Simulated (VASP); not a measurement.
# Mo6CO in VASP: a series of runs

Mo6CO is run at these levels: PBE; tasks: single point.

Program: VASP 6.6.1. These are calculated values, not measurements. Logs are shortened: lines on timing, memory, paths and dates and some standing lists are left out, and cuts for length are marked.

## Step 1: The cell of the first run

The cell holds a slab with vacuum, 8 atoms: a = 4.470 Å, b = 4.470 Å, c = 22.260 Å, α = 90.00°, β = 90.00°, γ = 120.00°.

## Step 2: Single point, PBE

INCAR

```
PREC = Accurate ; ENCUT = 1000
EDIFF = 1E-6 ; ISMEAR = 0
SIGMA = 0.1 ; LREAL = F
LASPH = T ; NELM = 120
ALGO = Normal ; ISIF = 2
LWAVE = F ; LCHARG = F
LDIPOL = T ; IDIPOL = 3
DIPOL = 0.5 0.5 0.326 ; GGA = PE
NBANDS = 57 ; GGA_COMPAT = F
NELMDL = -8
```

KPOINTS

```
Automatic mesh
0
Gamma
  6 6 1
```

POSCAR

```
Mo6CO
1.0
    4.4695765303      0.0000000000      0.0000000000
   -2.2347882651      3.8707668194      0.0000000000
    0.0000000000      0.0000000000     22.2595667262
Mo C O
6 1 1
Direct
    0.6666666667      0.3333333333      0.1796980170
    0.3333333333      0.6666666667      0.2206848206
    0.0000000000      0.0000000000      0.2616716241
    0.6666666667      0.3333333333      0.2990464568
    0.3333333333      0.6666666667      0.3355219825
    0.0000000000      0.0000000000      0.3710569405
    0.1666666667      0.3333333333      0.4537180283
    0.2726203322      0.5452406645      0.4905670774
```

Potentials or basis: VASP PAW PBE potentials, release 64 (Mo_sv, C_h, O_h).

On the command line:

```bash
$ cat potpaw_PBE.64/Mo_sv/POTCAR potpaw_PBE.64/C_h/POTCAR potpaw_PBE.64/O_h/POTCAR > POTCAR
$ mpirun -np 1 vasp_std > vasp.out
```

OUTCAR:

```text
PREC = Accurate
   ENCUT = 1000
   EDIFF = 1E-6
   ISMEAR = 0
   LREAL = F
   LASPH = T
   NELM = 120
   ISIF = 2
   GGA = PE
   NELMDL = -8

 ion  position               nearest neighbor table
   1  0.667  0.333  0.180-   4 2.66   2 2.74   2 2.74   2 2.74   3 3.16   3 3.16   3 3.16
   2  0.333  0.667  0.221-   5 2.56   3 2.74   3 2.74   3 2.74   1 2.74   1 2.74   1 2.74   4 3.11
                             4 3.11   4 3.11
   3  0.000  0.000  0.262-   6 2.43   4 2.71   4 2.71   4 2.71   2 2.74   2 2.74   2 2.74   5 3.06
                             5 3.06   5 3.06   1 3.16   1 3.16   1 3.16
   4  0.667  0.333  0.299-   1 2.66   5 2.71   5 2.71   5 2.71   3 2.71   3 2.71   3 2.71   6 3.04
                             6 3.04   6 3.04   2 3.11   2 3.11   2 3.11
   5  0.333  0.667  0.336-   2 2.56   6 2.70   6 2.70   6 2.70   4 2.71   4 2.71   4 2.71   3 3.06
                             3 3.06   3 3.06
   6  0.000  0.000  0.371-   7 2.25   3 2.43   5 2.70   5 2.70   5 2.70   4 3.04   4 3.04   4 3.04

   7  0.167  0.333  0.454-   8 1.16   6 2.25
   8  0.273  0.545  0.491-   7 1.16

  LATTYP: Found a hexagonal cell.
 ALAT       =     4.4695765303
 C/A-ratio  =     4.9802406504

  Lattice vectors:

 A1 = (   4.4695765303,   0.0000000000,   0.0000000000)
 A2 = (  -2.2347882651,   3.8707668194,   0.0000000000)
 A3 = (   0.0000000000,   0.0000000000,  22.2595667262)

Analysis of symmetry for initial positions (statically):
=====================================================================
 Subroutine PRICEL returns:
 Original cell was already a primitive cell.

 Routine SETGRP: Setting up the symmetry group for a
 hexagonal supercell.

 Subroutine GETGRP returns: Found  2 space group operations
 (whereof  2 operations were pure point group operations)
 out of a pool of 24 trial point group operations.

The static configuration has the point symmetry C_1h.

Analysis of symmetry for dynamics (positions and initial velocities):
=====================================================================
 Subroutine PRICEL returns:
 Original cell was already a primitive cell.

 Routine SETGRP: Setting up the symmetry group for a
 hexagonal supercell.

 Subroutine GETGRP returns: Found  2 space group operations
 (whereof  2 operations were pure point group operations)
 out of a pool of 24 trial point group operations.

The dynamic configuration has the point symmetry C_1h.

 Subroutine INISYM returns: Found  2 space group operations
 (whereof  2 operations are pure point group operations),
 and found     1 'primitive' translations

----------------------------------------------------------------------------------------

                                     Primitive cell

  volume of cell :     385.1058

  direct lattice vectors                    reciprocal lattice vectors
     4.469576530  0.000000000  0.000000000     0.223734842  0.129173371  0.000000000
    -2.234788265  3.870766819  0.000000000     0.000000000  0.258346743  0.000000000
     0.000000000  0.000000000 22.259566726     0.000000000  0.000000000  0.044924504

  length of vectors
     4.469576530  4.469576530 22.259566726     0.258346743  0.258346743  0.044924504

  position of ions in fractional coordinates (direct lattice)
     0.666666667  0.333333333  0.179698017
     0.333333333  0.666666667  0.220684821
     0.000000000  0.000000000  0.261671624
     0.666666667  0.333333333  0.299046457
     0.333333333  0.666666667  0.335521982
     0.000000000  0.000000000  0.371056940
     0.166666667  0.333333333  0.453718028
     0.272620332  0.545240664  0.490567077

  ion indices of the primitive-cell ions
   primitive index   ion index
                 1           1
                 2           2
                 3           3
                 4           4
                 5           5
                 6           6
                 7           7
                 8           8

----------------------------------------------------------------------------------------

 KPOINTS: Automatic mesh

Automatic generation of k-mesh.
 Grid dimensions read from file:
 generate k-points for:    6    6    1

 Generating k-lattice:

  Cartesian coordinates                     Fractional coordinates (reciprocal lattice)
     0.037289140  0.021528895  0.000000000     0.166666667  0.000000000  0.000000000
     0.000000000  0.043057790  0.000000000     0.000000000  0.166666667  0.000000000
     0.000000000  0.000000000  0.044924504     0.000000000  0.000000000  1.000000000

  Length of vectors
     0.043057790  0.043057790  0.044924504

  Shift w.r.t. Gamma in fractional coordinates (k-lattice)
     0.000000000  0.000000000  0.000000000

 Subroutine IBZKPT returns following result:
 ===========================================

 Found     13 irreducible k-points:

 Following reciprocal coordinates:
            Coordinates               Weight
  0.000000  0.000000  0.000000      1.000000
  0.166667  0.000000  0.000000      4.000000
  0.000000  0.166667  0.000000      2.000000
  0.333333  0.000000  0.000000      4.000000
  0.000000  0.333333  0.000000      2.000000
  0.500000  0.000000  0.000000      2.000000
  0.000000  0.500000  0.000000      1.000000
  0.166667  0.166667  0.000000      4.000000
 -0.333333  0.166667  0.000000      2.000000
  0.333333  0.166667  0.000000      4.000000
 -0.166667  0.500000  0.000000      4.000000
  0.500000  0.333333  0.000000      4.000000
  0.333333  0.333333  0.000000      2.000000
   k-points           NKPTS =     13   k-points in BZ     NKDIM =     13   number of bands    NBANDS=     57
   number of dos      NEDOS =    301   number of ions     NIONS =      8
   total plane-waves  NPLWV = 552960
   dimension x,y,z NGX =    48 NGY =   48 NGZ =  240
   dimension x,y,z NGXF=    96 NGYF=   96 NGZF=  480
   ions per type =               6   1   1
   NGX,Y,Z   is equivalent  to a cutoff of  17.85, 17.85, 17.92 a.u.
   NGXF,Y,Z  is equivalent  to a cutoff of  35.71, 35.71, 35.85 a.u.
 SYSTEM =  unknown system
   PREC   = accura    normal or accurate (medium, high low for compatibility)
   ISTART =      0    job   : 0-new  1-cont  2-samecut
   ICHARG =      2    charge: 1-file 2-atom 10-const
   ISPIN  =      1    spin polarized calculation?
   LNONCOLLINEAR =      F non collinear calculations
   LSORBIT =      F    spin-orbit coupling
   LASPH  =      T    aspherical Exc in radial PAW
   ENCUT  = 1000.0 eV  73.50 Ry    8.57 a.u.  11.52 11.52 57.39*2*pi/ulx,y,z
   NELM   =    120;   NELMIN=  2; NELMDL= -8     # of ELM steps
   EDIFF  = 0.1E-05   stopping-criterion for ELM
   LREAL  =      F    real-space projection
   EDIFFG = 0.1E-04   stopping-criterion for IOM
   NSW    =      0    number of steps for IOM
   IBRION =     -1    ionic relax: 0-MD 1-quasi-New 2-CG
   NFREE  =      0    steps in history (QN), initial steepest desc. (CG)
   ISIF   =      2    stress and relaxation
   ISYM   =      2    0-nonsym 1-usesym 2-fastsym
   POTIM  = 0.5000    time-step for ionic-motion
   TEBEG  =    0.0;   TEEND  =   0.0 temperature during run
   PSTRESS=    0.0 pullay stress
   NELECT =      94.0000    total number of electrons
   NUPDOWN=      -1.0000    fix difference up-down
   EMIN   =  10.00;   EMAX   =-10.00  energy-range for DOS
   EFERMI =   0.00;   METHOD = LEGACY
   ISMEAR =     0;   SIGMA  =   0.10  broadening in eV -4-tet -1-fermi 0-gaus
   EFERMI_NEDOS =   21; number of points for ismear=-14 and -15
   IALGO  =     38    algorithm
   IMIX   =      4    mixing-type and parameters
     AMIX     =   0.40;   BMIX     =  1.00
     AMIX_MAG =   1.60;   BMIX_MAG =  1.00
  volume/ion in A,a.u.               =      48.14       324.85
  Fermi-wavevector in a.u.,A,eV,Ry     =   1.023114  1.933405 14.242069  1.046763
  Thomas-Fermi vector in A             =   2.156830
   LORBIT       =      0    0 simple, 1 ext, 2 COOP (PROOUT), +10 PAW based schemes
   GGA     = PE    functional components
   LHFCALC =     F    Hartree Fock is set to
   AEXX    =    0.0000 exact exchange contribution
   IVDW    =     0    specifies the selected vdW correction
   LEPSILON=     F    determine dielectric tensor
   LRPA    =     F    only Hartree local field effects (RPA)
 non-spin polarized calculation
 Gauss-broadening in eV      SIGMA  =   0.10
  energy-cutoff  :     1000.00
  volume of cell :      385.11
 maximum number of plane-waves:     27697
 NGX is ok and might be reduce to    48
   NGX = 23   NGY = 23   NGZ =115

 dipolmoment           0.000000      0.000000     -0.732476 electrons x Angstroem

 number of electron      93.9999999 magnetization

 dipolmoment           0.000000      0.000000      0.119428 electrons x Angstroem

 Free energy of the ion-electron system (eV)
  ---------------------------------------------------
  ext. energy  EPLUGINS =         0.00000000
  ---------------------------------------------------
  free energy    TOTEN  =       -74.73306344 eV

  energy without entropy =      -74.69098168  energy(sigma->0) =      -74.71202256

 E-fermi :   0.4463     XC(G=0):  -4.8126

 val. band max:        0.4320809746   @ k =   0.0000   0.5000   0.0000
 cond. band min:       0.4537729359   @ k =   0.3333   0.1667   0.0000
 fundamental gap:      0.0216919613
 Fermi energy:         0.4463180284

 k-point     1 :       0.0000    0.0000    0.0000
  band No.  band energies     occupation
      1     -60.7000      2.00000
      2     -60.4611      2.00000
      3     -60.4235      2.00000
      4     -60.3978      2.00000
      5     -60.2475      2.00000
      6     -60.1944      2.00000
[... 49 lines left out ...]
     56       2.5011      0.00000
     57       2.5252      0.00000

 k-point     2 :       0.1667    0.0000    0.0000
  band No.  band energies     occupation
      1     -60.6785      2.00000
      2     -60.4618      2.00000
      3     -60.4299      2.00000
      4     -60.3970      2.00000
      5     -60.2527      2.00000
      6     -60.2055      2.00000
[... 654 lines left out ...]
      1     -60.5290      2.00000
      2     -60.5261      2.00000
      3     -60.4851      2.00000
      4     -60.3591      2.00000
      5     -60.2796      2.00000
      6     -60.2502      2.00000
[... 49 lines left out ...]
     56       2.1120      0.00000
     57       2.2109      0.00000

------------------------ aborting loop because EDIFF is reached ----------------------------------------

 vacuum level on the upper side and lower side of the slab       (xc-potential included)         0.451        -0.775

  FORCE on cell =-STRESS in cart. coord.  units (eV):
  Direction    XX          YY          ZZ          XY          YZ          ZX
  --------------------------------------------------------------------------------------
  -------------------------------------------------------------------------------------
  Total       -4.7812069     -5.2716383     -1.1626376     -0.0000000     -1.3390822     -0.0000000
  in kB      -19.8915224    -21.9318918     -4.8369861     -0.0000000     -5.5710586     -0.0000000
  external PRESSURE =     -15.5534668 kB  Pullay stress =       0.0000000 kB

 VOLUME and BASIS-vectors are now :
 -----------------------------------------------------------------------------
  energy-cutoff  :     1000.00
  volume of cell :      385.11
      direct lattice vectors                 reciprocal lattice vectors
     4.469576530  0.000000000  0.000000000     0.223734842  0.129173371  0.000000000
    -2.234788265  3.870766819  0.000000000     0.000000000  0.258346743  0.000000000
     0.000000000  0.000000000 22.259566726     0.000000000  0.000000000  0.044924504

 POSITION                                       TOTAL-FORCE (eV/Angst)
 -----------------------------------------------------------------------------------
      2.23479      1.29026      4.00000        -0.000000     -0.028942      1.539540
     -0.00000      2.58051      4.91235        -0.000000     -0.037529     -0.176326
      0.00000      0.00000      5.82470         0.000000      0.194931     -2.318965
      2.23479      1.29026      6.65664         0.000000      0.114675     -0.673722
     -0.00000      2.58051      7.46857         0.000000      0.039336      0.428682
      0.00000      0.00000      8.25957        -0.000000     -0.073724      2.146217
      0.00000      1.29026     10.09957         0.000000      0.419735     -1.148713
     -0.00000      2.11050     10.91981        -0.000000     -0.628480      0.203288
 -----------------------------------------------------------------------------------
    total drift:                               -0.000000     -0.000130     -0.000144

  FREE ENERGIE OF THE ION-ELECTRON SYSTEM (eV)
  ---------------------------------------------------
  free  energy   TOTEN  =       -74.7330634431 eV

  energy  without entropy=      -74.6909816818  energy(sigma->0) =      -74.71202256

 vacuum level on the upper side and lower side of the slab         5.015         3.768
```

Run time: 38 min. Hardware: 1 thread of Intel Xeon Platinum 8488C (Sapphire Rapids), shared host; peak memory 1.4 GiB.

Results:

```
Free energy            : -74.7331 eV
Largest force          : 2.327 eV/Å
Band gap on the k mesh : 0.02 eV (least direct gap 0.06 eV)
```

Forces on the atoms (eV/Å):
```
Mo   0.000 -0.029  1.540
Mo   0.000 -0.038 -0.176
Mo   0.000  0.195 -2.319
Mo   0.000  0.115 -0.674
Mo   0.000  0.039  0.429
Mo   0.000 -0.074  2.146
C    0.000  0.420 -1.149
O    0.000 -0.628  0.203
```

Levels at points of the mesh, in eV from the valence-band top:
| k point | band 45 | band 46 | band 47 | band 48 | band 49 | band 50 |
| --- | --- | --- | --- | --- | --- | --- |
| (0.00, 0.00, 0.00) | -1.21 | -1.20 | -0.72 | 0.28 | 0.72 | 0.75 |
| (0.50, 0.00, 0.00) | -0.75 | -0.20 | -0.02 | 0.09 | 0.20 | 0.59 |
| (0.00, 0.50, 0.00) | -0.64 | -0.30 | 0.00 | 0.06 | 0.44 | 0.50 |

## Step 3: Single point, PBE

INCAR

```
SYSTEM = Mo6CO
PREC     = Accurate       ! precision mode
ENCUT    = 1000           ! plane-wave cutoff, eV
EDIFF    = 1E-6           ! SCF threshold, eV
ISMEAR   = 0              ! smearing method
SIGMA    = 0.1            ! smearing width, eV
LREAL    = .False.        ! projectors in reciprocal space
LASPH    = .True.         ! aspherical terms in the spheres
NELM     = 120            ! most SCF steps
ALGO     = Normal         ! electronic algorithm
ISIF     = 2              ! what is computed and relaxed
LWAVE    = .False.        ! write WAVECAR
LCHARG   = .False.        ! write CHGCAR
LDIPOL   = .True.       
IDIPOL   = 3            
DIPOL    = 0.5 0.5 0.338
GGA      = PE             ! functional
NBANDS   = 57             ! bands
GGA_COMPAT= .False.      
NELMDL   = -8
```

KPOINTS

```
Automatic mesh
0
Gamma
  6 6 1
  0 0 0
```

Changes to POSCAR since step 2:

```diff
@@ -14,3 +14,3 @@
     0.0000000000      0.0000000000      0.3710569405
-    0.1666666667      0.3333333333      0.4537180283
-    0.2726203322      0.5452406645      0.4905670774
+    0.1666666667      0.3333333333      0.4910053668
+    0.1666666667      0.3333333333      0.5431177918
```

Potentials or basis: VASP PAW PBE potentials, release 64 (Mo_sv, C_h, O_h).

On the command line:

```bash
$ cat potpaw_PBE.64/Mo_sv/POTCAR potpaw_PBE.64/C_h/POTCAR potpaw_PBE.64/O_h/POTCAR > POTCAR
$ mpirun -np 1 vasp_std > vasp.out
```

Wall time 35 min (1 thread of Intel Xeon Platinum 8488C (Sapphire Rapids), shared host); peak memory 1.4 GiB.

The run converged. Its results:

```yaml
Free_energy: -73.8998 eV
Largest_force: 1.926 eV/Å
Band_gap_on_the_k_mesh: zero (bands 47 and 48 overlap by 0.04 eV)
```

Forces on the atoms (eV/Å):
```
Mo   0.000 -0.076  1.468
Mo   0.000  0.026 -0.161
Mo   0.000 -0.024 -1.633
Mo   0.000  0.162 -0.352
Mo   0.000  0.152  0.151
Mo   0.000  0.162  1.115
C    0.000 -0.605  1.328
O    0.000  0.202 -1.916
```

Levels at points of the mesh, in eV from the Fermi level:
```csv
k point,band 45,band 46,band 47,band 48,band 49,band 50
"(0.00, 0.00, 0.00)",-1.23,-1.22,-0.88,0.15,1.09,1.12
"(0.50, 0.00, 0.00)",-0.72,-0.31,0.02,0.05,0.09,0.70
"(0.00, 0.50, 0.00)",-0.65,-0.40,0.02,0.04,0.38,0.62
```

The gap in the log of VASP goes by the Fermi energy; the results here count the filled bands.